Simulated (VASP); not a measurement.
# Cu (P-1) in VASP: further runs

Cu is run at these levels: HF, PBEsol-based screened hybrid with 25 % exact exchange; tasks: single point.

Program: VASP 6.6.1. These are calculated values, not measurements. Logs are shortened: lines on timing, memory, paths and dates and some standing lists are left out, and cuts for length are marked.

### Step 1. The cell of the first run

The typed cell holds 1 atom: a = 2.565 Å, b = 2.598 Å, c = 2.506 Å, α = 59.95°, β = 60.31°, γ = 59.68°.

### Step 2. Single point, HF

Contents of POSCAR:

```
Cu
1.0
   -0.0044255800      1.7884307700      1.8385346600
    1.8229069400     -0.0174867600      1.8515958300
    1.7828182100      1.7614032200      0.0226019700
Cu
1
Direct
    0.0000000000      0.0000000000      0.0000000000
```

Contents of INCAR.step1:

```
SYSTEM = Cu
PREC     = Accurate       ! precision mode
ENCUT    = 520            ! plane-wave cutoff, eV
EDIFF    = 1E-5           ! SCF threshold, eV
ISMEAR   = -1             ! smearing method
SIGMA    = 0.05           ! smearing width, eV
LREAL    = .False.        ! projectors in reciprocal space
LASPH    = .True.         ! aspherical terms in the spheres
NELM     = 80             ! most SCF steps
ALGO     = Normal         ! electronic algorithm
ISIF     = 2              ! what is computed and relaxed
LWAVE    = .True.         ! write WAVECAR
LCHARG   = .False.        ! write CHGCAR
GGA      = PE             ! functional
NBANDS   = 12             ! bands
```

Contents of INCAR.step2:

```
SYSTEM = Cu
PREC     = Accurate       ! precision mode
ENCUT    = 520            ! plane-wave cutoff, eV
EDIFF    = 1E-6           ! SCF threshold, eV
ISMEAR   = -1             ! smearing method
SIGMA    = 0.05           ! smearing width, eV
LREAL    = .False.        ! projectors in reciprocal space
LASPH    = .True.         ! aspherical terms in the spheres
NELM     = 80             ! most SCF steps
ALGO     = Normal         ! electronic algorithm
ISIF     = 2              ! what is computed and relaxed
LWAVE    = .False.        ! write WAVECAR
LCHARG   = .False.        ! write CHGCAR
GGA      = PE             ! functional
LHFCALC  = .True.         ! exact exchange
AEXX     = 1.0            ! exact-exchange fraction
ALDAC    = 0.0          
AGGAC    = 0.0          
PRECFOCK = Normal       
ISTART   = 1            
NBANDS   = 12             ! bands
```

Contents of KPOINTS:

```
regular mesh
0
Gamma
  7 6 7
  0 0 0
```

Potentials or basis: VASP PAW PBE potentials, release 64 (Cu).

On the command line:

```sh
$ cat potpaw_PBE.64/Cu/POTCAR > POTCAR
$ cp INCAR.step1 INCAR
$ mpirun -np 1 vasp_std > vasp.out
$ cp INCAR.step2 INCAR
$ mpirun -np 1 vasp_std > vasp.out
```

OUTCAR:

```text
SYSTEM = Cu
   PREC = Accurate
   ENCUT = 520
   EDIFF = 1E-6
   ISMEAR = -1
   LREAL = .False.
   LASPH = .True.
   NELM = 80
   ISIF = 2
   GGA = PE
   LHFCALC = .True.
   AEXX = 1.0
   PRECFOCK = Normal
   ISTART = 1

 ion  position               nearest neighbor table
   1  0.000  0.000  0.000-

  LATTYP: Found a triclinic cell.
 ALAT       =     2.5480546281
 B/A-ratio  =     1.0082882629
 C/A-ratio  =     0.9836094730
 COS(alpha) =     0.0119811773
 COS(beta)  =     0.4850611349
 COS(gamma) =     0.5027164128

  Lattice vectors:

 A1 = (  -1.7872437900,   0.0270275500,   1.8159326900)
 A2 = (  -1.8273325200,   1.8059175300,  -0.0130611700)
 A3 = (  -1.7828182100,  -1.7614032200,  -0.0226019700)

Analysis of symmetry for initial positions (statically):
=====================================================================
 Subroutine PRICEL returns:
 Original cell was already a primitive cell.

 Routine SETGRP: Setting up the symmetry group for a
 triclinic supercell.

 Subroutine GETGRP returns: Found  2 space group operations
 (whereof  2 operations were pure point group operations)
 out of a pool of  2 trial point group operations.

The static configuration has the point symmetry S_2 .

Analysis of symmetry for dynamics (positions and initial velocities):
=====================================================================
 Subroutine PRICEL returns:
 Original cell was already a primitive cell.

 Routine SETGRP: Setting up the symmetry group for a
 triclinic supercell.

 Subroutine GETGRP returns: Found  2 space group operations
 (whereof  2 operations were pure point group operations)
 out of a pool of  2 trial point group operations.

The dynamic configuration has the point symmetry S_2 .

 Subroutine INISYM returns: Found  2 space group operations
 (whereof  2 operations are pure point group operations),
 and found     1 'primitive' translations

----------------------------------------------------------------------------------------

                                     Primitive cell

  volume of cell :      11.8051

  direct lattice vectors                    reciprocal lattice vectors
    -0.004425580  1.788430770  1.838534660    -0.276304818  0.276140091  0.274631622
     1.822906940 -0.017486760  1.851595830     0.270898396 -0.277666181  0.270751286
     1.782818210  1.761403220  0.022601970     0.283233940  0.284595303 -0.276157710

  length of vectors
     2.564900369  2.598403859  2.506290670     0.477514638  0.473065226  0.487318204

  position of ions in fractional coordinates (direct lattice)
     0.000000000  0.000000000  0.000000000

  ion indices of the primitive-cell ions
   primitive index   ion index
                 1           1

----------------------------------------------------------------------------------------

 KPOINTS: regular mesh

Automatic generation of k-mesh.
 Grid dimensions read from file:
 generate k-points for:    7    6    7

 Generating k-lattice:

  Cartesian coordinates                     Fractional coordinates (reciprocal lattice)
    -0.039472117  0.039448584  0.039233089     0.142857143  0.000000000 -0.000000000
     0.045149733 -0.046277697  0.045125214     0.000000000  0.166666667  0.000000000
     0.040461991  0.040656472 -0.039451101    -0.000000000  0.000000000  0.142857143

  Length of vectors
     0.068216377  0.078844204  0.069616886

  Shift w.r.t. Gamma in fractional coordinates (k-lattice)
     0.000000000  0.000000000  0.000000000

 Subroutine IBZKPT returns following result:
 ===========================================

 Found    148 irreducible k-points:

 Following reciprocal coordinates:
            Coordinates               Weight
  0.000000  0.000000  0.000000      1.000000
  0.142857 -0.000000 -0.000000      2.000000
  0.285714  0.000000  0.000000      2.000000
  0.428571  0.000000  0.000000      2.000000
  0.000000  0.166667 -0.000000      2.000000
  0.142857  0.166667  0.000000      2.000000
[... 16 lines left out ...]
 -0.000000  0.000000  0.142857      2.000000
  0.142857  0.000000  0.142857      2.000000
 [... further k-points ...]
   k-points           NKPTS =    148   k-points in BZ     NKDIM =    294   number of bands    NBANDS=     12
   number of dos      NEDOS =    301   number of ions     NIONS =      1
   total plane-waves  NPLWV =   8000
   dimension x,y,z NGX =    20 NGY =   20 NGZ =   20
   dimension x,y,z NGXF=    40 NGYF=   40 NGZF=   40
   ions per type =               1
   NGX,Y,Z   is equivalent  to a cutoff of  12.96, 12.80, 13.27 a.u.
   NGXF,Y,Z  is equivalent  to a cutoff of  25.93, 25.59, 26.53 a.u.
 SYSTEM =  Cu
   PREC   = accura    normal or accurate (medium, high low for compatibility)
   ISTART =      1    job   : 0-new  1-cont  2-samecut
   ICHARG =      0    charge: 1-file 2-atom 10-const
   ISPIN  =      1    spin polarized calculation?
   LNONCOLLINEAR =      F non collinear calculations
   LSORBIT =      F    spin-orbit coupling
   LASPH  =      T    aspherical Exc in radial PAW
   ENCUT  =  520.0 eV  38.22 Ry    6.18 a.u.   4.77  4.83  4.66*2*pi/ulx,y,z
   NELM   =     80;   NELMIN=  2; NELMDL=  0     # of ELM steps
   EDIFF  = 0.1E-05   stopping-criterion for ELM
   LREAL  =      F    real-space projection
   EDIFFG = 0.1E-04   stopping-criterion for IOM
   NSW    =      0    number of steps for IOM
   IBRION =     -1    ionic relax: 0-MD 1-quasi-New 2-CG
   NFREE  =      0    steps in history (QN), initial steepest desc. (CG)
   ISIF   =      2    stress and relaxation
   ISYM   =      3    0-nonsym 1-usesym 2-fastsym
   POTIM  = 0.5000    time-step for ionic-motion
   TEBEG  =    0.0;   TEEND  =   0.0 temperature during run
   PSTRESS=    0.0 pullay stress
   NELECT =      11.0000    total number of electrons
   NUPDOWN=      -1.0000    fix difference up-down
   EMIN   =  10.00;   EMAX   =-10.00  energy-range for DOS
   EFERMI =   0.00;   METHOD = LEGACY
   ISMEAR =    -1;   SIGMA  =   0.05  broadening in eV -4-tet -1-fermi 0-gaus
   EFERMI_NEDOS =   21; number of points for ismear=-14 and -15
   IALGO  =     38    algorithm
   IMIX   =      1    mixing-type and parameters
     AMIX     =   0.40;   BMIX     =  1.00
     AMIX_MAG =   1.60;   BMIX_MAG =  1.00
  volume/ion in A,a.u.               =      11.81        79.66
  Fermi-wavevector in a.u.,A,eV,Ry     =   1.599003  3.021678 34.787530  2.556811
  Thomas-Fermi vector in A             =   2.696364
   LORBIT       =      0    0 simple, 1 ext, 2 COOP (PROOUT), +10 PAW based schemes
   GGA     = PE    functional components
   LHFCALC =     T    Hartree Fock is set to
   PRECFOCK=normal    Normal, Fast or Accurate (Low or Medium for compatibility)
   ENCUT4O =  -1.0   cutoff for four orbital integrals eV
   NKREDX  =     1    reduce k-point grid by
   NKREDY  =     1    reduce k-point grid by
   NKREDZ  =     1    reduce k-point grid by
   AEXX    =    1.0000 exact exchange contribution
   HFSCREEN=    0.0000 screening length (either q_TF or 0.3 A-1)
   HFSCREENC=   0.0000 screening length for correlation (either q_TF or 0.3 A-1)
   ENCUTFOCK=  -1.0 apply spherical cutoff to Coloumb kernel
   IVDW    =     0    specifies the selected vdW correction
   LEPSILON=     F    determine dielectric tensor
   LRPA    =     F    only Hartree local field effects (RPA)
 non-spin polarized calculation
  energy-cutoff  :      520.00
  volume of cell :       11.81
 maximum number of plane-waves:       325
  NGX = 16; NGY = 16; NGZ = 14

 number of electron      11.0000001 magnetization

 Free energy of the ion-electron system (eV)
  ---------------------------------------------------
  ext. energy  EPLUGINS =         0.00000000
  ---------------------------------------------------
  free energy    TOTEN  =        -3.73314232 eV

  energy without entropy =       -3.73267079  energy(sigma->0) =       -3.73290655

 E-fermi :   7.7568     XC(G=0):   0.0000

 val. band max:        7.7567890525   @ k =   0.4286   0.5000   0.2857
 cond. band min:       9.2227936196   @ k =   0.2857   0.5000   0.4286
 fundamental gap:      1.4660045671
 Fermi energy:         7.7567890569

 k-point     1 :       0.0000    0.0000    0.0000
  band No.  band energies     occupation
      1      -6.4013      2.00000
      2      -2.9494      2.00000
      3      -2.8601      2.00000
      4      -2.7079      2.00000
      5      -2.0090      2.00000
      6      -1.8946      2.00000
      7      37.3727      0.00000
      8      40.4727      0.00000
      9      40.9930      0.00000
     10      42.1007      0.00000
     11      43.6969      0.00000
     12      44.2943      0.00000

 k-point     2 :       0.1429   -0.0000   -0.0000
  band No.  band energies     occupation
      1      -5.3295      2.00000
      2      -2.9210      2.00000
      3      -2.8158      2.00000
      4      -2.5515      2.00000
      5      -1.9977      2.00000
      6      -1.9080      2.00000
      7      33.1250      0.00000
      8      38.0257      0.00000
      9      39.5823      0.00000
     10      40.8381      0.00000
     11      44.8219      0.00000
     12      45.8003      0.00000

 k-point     3 :       0.2857    0.0000    0.0000
  band No.  band energies     occupation
      1      -4.2027      2.00000
      2      -2.8723      2.00000
      3      -2.5706      2.00000
      4      -1.5859      2.00000
      5      -1.5241      2.00000
      6      -0.7907      2.00000
      7      25.2193      0.00000
      8      36.7587      0.00000
      9      38.4788      0.00000
     10      39.6943      0.00000
     11      43.2095      0.00000
     12      44.5992      0.00000
[... 286 lines left out ...]
 k-point    23 :      -0.0000    0.0000    0.1429
  band No.  band energies     occupation
      1      -5.2817      2.00000
      2      -2.8526      2.00000
      3      -2.7295      2.00000
      4      -2.6478      2.00000
      5      -2.0291      2.00000
      6      -1.9484      2.00000
      7      34.1372      0.00000
      8      37.9127      0.00000
      9      39.3110      0.00000
     10      39.7150      0.00000
     11      45.0334      0.00000
     12      45.6617      0.00000

 k-point    24 :       0.1429    0.0000    0.1429
  band No.  band energies     occupation
      1      -4.9511      2.00000
      2      -3.1082      2.00000
      3      -2.5916      2.00000
      4      -2.4766      2.00000
      5      -2.0929      2.00000
      6      -1.8319      2.00000
      7      35.4173      0.00000
      8      36.0523      0.00000
      9      36.8279      0.00000
     10      37.9844      0.00000
     11      44.9241      0.00000
     12      47.8529      0.00000

 [... further k-points ...]

------------------------ aborting loop because EDIFF is reached ----------------------------------------

  FORCE on cell =-STRESS in cart. coord.  units (eV):
  Direction    XX          YY          ZZ          XY          YZ          ZX
  --------------------------------------------------------------------------------------
  -------------------------------------------------------------------------------------
  Total        1.7181801      1.9093400      1.5906662      0.1351027     -0.1499018     -0.0082002
  in kB      233.1901085    259.1341773    215.8840158     18.3360382    -20.3445576     -1.1129193
  external PRESSURE =     236.0694338 kB  Pullay stress =       0.0000000 kB

 VOLUME and BASIS-vectors are now :
 -----------------------------------------------------------------------------
  energy-cutoff  :      520.00
  volume of cell :       11.81
      direct lattice vectors                 reciprocal lattice vectors
    -0.004425580  1.788430770  1.838534660    -0.276304818  0.276140091  0.274631622
     1.822906940 -0.017486760  1.851595830     0.270898396 -0.277666181  0.270751286
     1.782818210  1.761403220  0.022601970     0.283233940  0.284595303 -0.276157710

 POSITION                                       TOTAL-FORCE (eV/Angst)
 -----------------------------------------------------------------------------------
      0.00000      0.00000      0.00000         0.000000      0.000000      0.000000
 -----------------------------------------------------------------------------------
    total drift:                               -0.000000     -0.000000      0.000000

  FREE ENERGIE OF THE ION-ELECTRON SYSTEM (eV)
  ---------------------------------------------------
  free  energy   TOTEN  =        -3.7331423187 eV

  energy  without entropy=       -3.7326707897  energy(sigma->0) =       -3.73290655
```

Run time: 2 h. Hardware: 1 thread of Intel Xeon Platinum 8259CL at 2.50GHz (Skylake/Cascade Lake), shared host; peak memory 0.15 GiB.

What came out:

```
Free energy            : -3.7331 eV
Pressure               : 23.6 GPa
Band gap on the k mesh : zero (an odd number of electrons rules out a gap without spin polarisation)
```

Stress tensor (GPa, compression positive):
```
23.32  1.83 -0.11
 1.83 25.91 -2.03
-0.11 -2.03 21.59
```

Levels at points of the mesh, in eV from the Fermi level:
```
           k point  band 2  band 3  band 4  band 5  band 6  band 7  band 8  band 9
(0.00, 0.00, 0.00)  -10.71  -10.62  -10.46   -9.77   -9.65   29.62   32.72   33.24
(0.00, 0.50, 0.00)  -10.77  -10.54   -8.83   -8.66   -1.53    8.18   28.07   30.65
```

Caveat: the k points lie up to 0.50 Å⁻¹ apart, too coarse for converged energies and pressures of a metal; the PAW data sets were made with another functional, which shifts forces and pressure a little.

(Continued in part 2 of 2.)

The gap in the log of VASP goes by the Fermi energy; the results here count the filled bands.